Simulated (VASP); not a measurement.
# HfC (I4/mmm) in VASP: further runs

HfC is run at these levels: PBEsol; tasks: single point.

Everything below comes from runs of VASP 6.6.1. Logs are shortened: lines on timing, memory, paths and dates and some standing lists are left out, and cuts for length are marked.

### Step 1. The cell of the first run

The structure is tetragonal, space group I4/mmm (No. 139). Conventional cell: a = 3.796 Å, b = 3.796 Å, c = 3.489 Å, α = 90.00°, β = 90.00°, γ = 90.00°. Hf (site symmetry 4/mmm) has 2 C at 1.74 Å within 2.3 Å. Within 2.3 Å of C (site symmetry 4/mmm) lie 2 Hf at 1.74 Å.

### Step 2. Single point, PBEsol

INCAR

```
SYSTEM = HfC
  PREC = Accurate
  ENCUT = 520
  EDIFF = 1E-7
  ISMEAR = 0
  SIGMA = 0.15
  LREAL = .False.
  LASPH = .True.
  NELM = 100
  ALGO = Normal
  ISIF = 2
  LWAVE = .False.
  LCHARG = .False.
  GGA = PS
  NBANDS = 14
```

KPOINTS

```
regular mesh
0
Gamma
  20 20 20
  0 0 0
```

POSCAR

```
HfC
1.0
    0.0000000000      2.6840164403      1.7446106862
    2.6840164403      0.0000000000      1.7446106862
    2.6840164403      2.6840164403      0.0000000000
Hf C
1 1
Direct
    0.5000000000      0.5000000000      0.5000000000
    0.0000000000      0.0000000000      0.0000000000
```

Potentials or basis: VASP PAW PBE potentials, release 64 (Hf_pv, C).

The run is started by

```bash
cat potpaw_PBE.64/Hf_pv/POTCAR potpaw_PBE.64/C/POTCAR > POTCAR
mpirun -np 1 vasp_std > vasp.out
```

OUTCAR:

```text
SYSTEM = HfC
   PREC = Accurate
   ENCUT = 520
   EDIFF = 1E-7
   ISMEAR = 0
   LREAL = .False.
   LASPH = .True.
   NELM = 100
   ISIF = 2
   GGA = PS

 ion  position               nearest neighbor table
   1  0.500  0.500  0.500-   2 1.74   2 1.74   2 2.68   2 2.68   2 2.68   2 2.68
   2  0.000  0.000  0.000-   1 1.74   1 1.74   1 2.68   1 2.68   1 2.68   1 2.68

  LATTYP: Found a body centered tetragonal cell.
 ALAT       =     3.7957724515
 C/A-ratio  =     0.9192388155

  Lattice vectors:

 A1 = (   0.0000000000,  -2.6840164403,  -1.7446106862)
 A2 = (   0.0000000000,   2.6840164403,  -1.7446106862)
 A3 = (   2.6840164403,   0.0000000000,   1.7446106862)

Analysis of symmetry for initial positions (statically):
=====================================================================
 Subroutine PRICEL returns:
 Original cell was already a primitive cell.

 Routine SETGRP: Setting up the symmetry group for a
 body centered tetragonal supercell.

 Subroutine GETGRP returns: Found 16 space group operations
 (whereof 16 operations were pure point group operations)
 out of a pool of 16 trial point group operations.

The static configuration has the point symmetry D_4h.

Analysis of symmetry for dynamics (positions and initial velocities):
=====================================================================
 Subroutine PRICEL returns:
 Original cell was already a primitive cell.

 Routine SETGRP: Setting up the symmetry group for a
 body centered tetragonal supercell.

 Subroutine GETGRP returns: Found 16 space group operations
 (whereof 16 operations were pure point group operations)
 out of a pool of 16 trial point group operations.

The dynamic configuration has the point symmetry D_4h.

 Subroutine INISYM returns: Found 16 space group operations
 (whereof 16 operations are pure point group operations),
 and found     1 'primitive' translations

----------------------------------------------------------------------------------------

                                     Primitive cell

  volume of cell :      25.1362

  direct lattice vectors                    reciprocal lattice vectors
     0.000000000  2.684016440  1.744610686    -0.186287980  0.186287980  0.286596892
     2.684016440  0.000000000  1.744610686     0.186287980 -0.186287980  0.286596892
     2.684016440  2.684016440  0.000000000     0.186287980  0.186287980 -0.286596892

  length of vectors
     3.201188951  3.201188951  3.795772452     0.389286785  0.389286785  0.389286785

  position of ions in fractional coordinates (direct lattice)
     0.500000000  0.500000000  0.500000000
     0.000000000  0.000000000  0.000000000

  ion indices of the primitive-cell ions
   primitive index   ion index
                 1           1
                 2           2

----------------------------------------------------------------------------------------

 KPOINTS: regular mesh

Automatic generation of k-mesh.
 Grid dimensions read from file:
 generate k-points for:   20   20   20

 Generating k-lattice:

  Cartesian coordinates                     Fractional coordinates (reciprocal lattice)
    -0.009314399  0.009314399  0.014329845     0.050000000 -0.000000000  0.000000000
     0.009314399 -0.009314399  0.014329845    -0.000000000  0.050000000  0.000000000
     0.009314399  0.009314399 -0.014329845     0.000000000  0.000000000  0.050000000

  Length of vectors
     0.019464339  0.019464339  0.019464339

  Shift w.r.t. Gamma in fractional coordinates (k-lattice)
     0.000000000  0.000000000  0.000000000

 Subroutine IBZKPT returns following result:
 ===========================================

 Found    641 irreducible k-points:

 Following reciprocal coordinates:
            Coordinates               Weight
  0.000000  0.000000  0.000000      1.000000
  0.050000  0.000000  0.000000      8.000000
  0.100000  0.000000  0.000000      8.000000
  0.150000  0.000000  0.000000      8.000000
  0.200000  0.000000  0.000000      8.000000
  0.250000 -0.000000  0.000000      8.000000
[... 16 lines left out ...]
 -0.400000  0.050000  0.000000      8.000000
 -0.350000  0.050000  0.000000      8.000000
 [... further k-points ...]
   k-points           NKPTS =    641   k-points in BZ     NKDIM =    641   number of bands    NBANDS=     14
   number of dos      NEDOS =    301   number of ions     NIONS =      2
   total plane-waves  NPLWV =  16128
   dimension x,y,z NGX =    24 NGY =   24 NGZ =   28
   dimension x,y,z NGXF=    48 NGYF=   48 NGZF=   56
   ions per type =               1   1
   NGX,Y,Z   is equivalent  to a cutoff of  12.46, 12.46, 12.26 a.u.
   NGXF,Y,Z  is equivalent  to a cutoff of  24.93, 24.93, 24.53 a.u.
 SYSTEM =  HfC
   PREC   = accura    normal or accurate (medium, high low for compatibility)
   ISTART =      0    job   : 0-new  1-cont  2-samecut
   ICHARG =      2    charge: 1-file 2-atom 10-const
   ISPIN  =      1    spin polarized calculation?
   LNONCOLLINEAR =      F non collinear calculations
   LSORBIT =      F    spin-orbit coupling
   LASPH  =      T    aspherical Exc in radial PAW
   ENCUT  =  520.0 eV  38.22 Ry    6.18 a.u.   5.95  5.95  7.06*2*pi/ulx,y,z
   NELM   =    100;   NELMIN=  2; NELMDL= -5     # of ELM steps
   EDIFF  = 0.1E-06   stopping-criterion for ELM
   LREAL  =      F    real-space projection
   EDIFFG = 0.1E-05   stopping-criterion for IOM
   NSW    =      0    number of steps for IOM
   IBRION =     -1    ionic relax: 0-MD 1-quasi-New 2-CG
   NFREE  =      0    steps in history (QN), initial steepest desc. (CG)
   ISIF   =      2    stress and relaxation
   ISYM   =      2    0-nonsym 1-usesym 2-fastsym
   POTIM  = 0.5000    time-step for ionic-motion
   TEBEG  =    0.0;   TEEND  =   0.0 temperature during run
   PSTRESS=    0.0 pullay stress
   NELECT =      14.0000    total number of electrons
   NUPDOWN=      -1.0000    fix difference up-down
   EMIN   =  10.00;   EMAX   =-10.00  energy-range for DOS
   EFERMI =   0.00;   METHOD = LEGACY
   ISMEAR =     0;   SIGMA  =   0.15  broadening in eV -4-tet -1-fermi 0-gaus
   EFERMI_NEDOS =   21; number of points for ismear=-14 and -15
   IALGO  =     38    algorithm
   IMIX   =      4    mixing-type and parameters
     AMIX     =   0.40;   BMIX     =  1.00
     AMIX_MAG =   1.60;   BMIX_MAG =  1.00
  volume/ion in A,a.u.               =      12.57        84.81
  Fermi-wavevector in a.u.,A,eV,Ry     =   1.346949  2.545365 24.684672  1.814272
  Thomas-Fermi vector in A             =   2.474740
   LORBIT       =      0    0 simple, 1 ext, 2 COOP (PROOUT), +10 PAW based schemes
   GGA     = PS    functional components
   LHFCALC =     F    Hartree Fock is set to
   AEXX    =    0.0000 exact exchange contribution
   IVDW    =     0    specifies the selected vdW correction
   LEPSILON=     F    determine dielectric tensor
   LRPA    =     F    only Hartree local field effects (RPA)
 non-spin polarized calculation
 Gauss-broadening in eV      SIGMA  =   0.15
  energy-cutoff  :      520.00
  volume of cell :       25.14
 maximum number of plane-waves:       695
   NGX = 11   NGY = 11   NGZ = 13

 number of electron      13.9999999 magnetization

 Free energy of the ion-electron system (eV)
  ---------------------------------------------------
  ext. energy  EPLUGINS =         0.00000000
  ---------------------------------------------------
  free energy    TOTEN  =       -16.41007648 eV

  energy without entropy =      -16.40173163  energy(sigma->0) =      -16.40590405

 E-fermi :   6.6841     XC(G=0): -12.1577

 val. band max:        6.6708091674   @ k =  -0.1000   0.1500   0.0500
 cond. band min:       6.6846149222   @ k =   0.4500   0.0500   0.4000
 fundamental gap:      0.0138057548
 Fermi energy:         6.6841202945

 k-point     1 :       0.0000    0.0000    0.0000
  band No.  band energies     occupation
      1     -24.6100      2.00000
      2     -23.4025      2.00000
      3     -23.4025      2.00000
      4      -6.9032      2.00000
      5       4.4170      2.00000
      6       5.6249      2.00000
      7       5.6249      2.00000
      8       6.4758      1.95048
      9       6.8268      0.17853
     10       6.8268      0.17852
     11      10.6374      0.00000
     12      11.0411      0.00000
     13      19.0399      0.00000
     14      20.2059      0.00000

 k-point     2 :       0.0500    0.0000    0.0000
  band No.  band energies     occupation
      1     -24.6200      2.00000
      2     -23.4102      2.00000
      3     -23.4077      2.00000
      4      -6.8208      2.00000
      5       4.1713      2.00000
      6       5.0713      2.00000
      7       5.4466      2.00000
      8       6.6246      1.42556
      9       7.3363      0.00000
     10       7.3948      0.00000
     11      10.5696      0.00000
     12      10.8714      0.00000
     13      19.1368      0.00000
     14      20.2075      0.00000

 k-point     3 :       0.1000    0.0000    0.0000
  band No.  band energies     occupation
      1     -24.6496      2.00000
      2     -23.4315      2.00000
      3     -23.4230      2.00000
      4      -6.5766      2.00000
      5       3.5473      2.00000
      6       4.2673      2.00000
      7       5.3481      2.00000
      8       6.8750      0.07186
      9       8.2977      0.00000
     10       8.4341      0.00000
     11      10.3915      0.00000
     12      10.4212      0.00000
     13      19.2977      0.00000
     14      20.2109      0.00000
[... 324 lines left out ...]
 k-point    23 :      -0.4000    0.0500    0.0000
  band No.  band energies     occupation
      1     -25.0067      2.00000
      2     -23.6118      2.00000
      3     -23.6043      2.00000
      4      -3.0587      2.00000
      5       0.0942      2.00000
      6       1.3172      2.00000
      7       3.2787      2.00000
      8       9.3492      0.00000
      9      10.7903      0.00000
     10      11.1327      0.00000
     11      13.5832      0.00000
     12      14.6257      0.00000
     13      15.2457      0.00000
     14      18.8366      0.00000

 k-point    24 :      -0.3500    0.0500    0.0000
  band No.  band energies     occupation
      1     -24.9468      2.00000
      2     -23.6011      2.00000
      3     -23.5822      2.00000
      4      -3.9002      2.00000
      5       0.4557      2.00000
      6       1.6195      2.00000
      7       4.2629      2.00000
      8       9.4961      0.00000
      9      10.2351      0.00000
     10      10.2698      0.00000
     11      13.2343      0.00000
     12      13.6909      0.00000
     13      15.3734      0.00000
     14      20.0036      0.00000

 [... further k-points ...]

------------------------ aborting loop because EDIFF is reached ----------------------------------------

  FORCE on cell =-STRESS in cart. coord.  units (eV):
  Direction    XX          YY          ZZ          XY          YZ          ZX
  --------------------------------------------------------------------------------------
  -------------------------------------------------------------------------------------
  Total       -3.5969915     -3.5969915     38.9159524      0.0000000     -0.0000000      0.0000000
  in kB     -229.2720593   -229.2720593   2480.5008398      0.0000000     -0.0000000      0.0000000
  external PRESSURE =     673.9855737 kB  Pullay stress =       0.0000000 kB

 VOLUME and BASIS-vectors are now :
 -----------------------------------------------------------------------------
  energy-cutoff  :      520.00
  volume of cell :       25.14
      direct lattice vectors                 reciprocal lattice vectors
     0.000000000  2.684016440  1.744610686    -0.186287980  0.186287980  0.286596892
     2.684016440  0.000000000  1.744610686     0.186287980 -0.186287980  0.286596892
     2.684016440  2.684016440  0.000000000     0.186287980  0.186287980 -0.286596892

 POSITION                                       TOTAL-FORCE (eV/Angst)
 -----------------------------------------------------------------------------------
      2.68402      2.68402      1.74461        -0.000000      0.000000     -0.000000
      0.00000      0.00000      0.00000         0.000000      0.000000      0.000000
 -----------------------------------------------------------------------------------
    total drift:                                0.000000     -0.000000      0.000000

  FREE ENERGIE OF THE ION-ELECTRON SYSTEM (eV)
  ---------------------------------------------------
  free  energy   TOTEN  =       -16.4100764768 eV

  energy  without entropy=      -16.4017316306  energy(sigma->0) =      -16.40590405
```

Run time: 2.8 min. Hardware: 1 thread of Intel Xeon Platinum 8259CL at 2.50GHz (Skylake/Cascade Lake), shared host; peak memory 0.34 GiB.

What came out:

- Free energy: -16.4101 eV
- Pressure: 67.4 GPa
- Band gap on the k mesh: zero (band 7 reaches 7.47 eV, above the bottom of band 8 at 4.34 eV)

Stress tensor (GPa, compression positive):
```
-22.93   0.00   0.00
  0.00 -22.93   0.00
  0.00   0.00 248.05
```

Caveat: the PAW data sets were made with another functional, which shifts forces and pressure a little; spin-orbit coupling is left out, which moves the levels of the heavy elements.

(Part 1 of 2 ends here.)
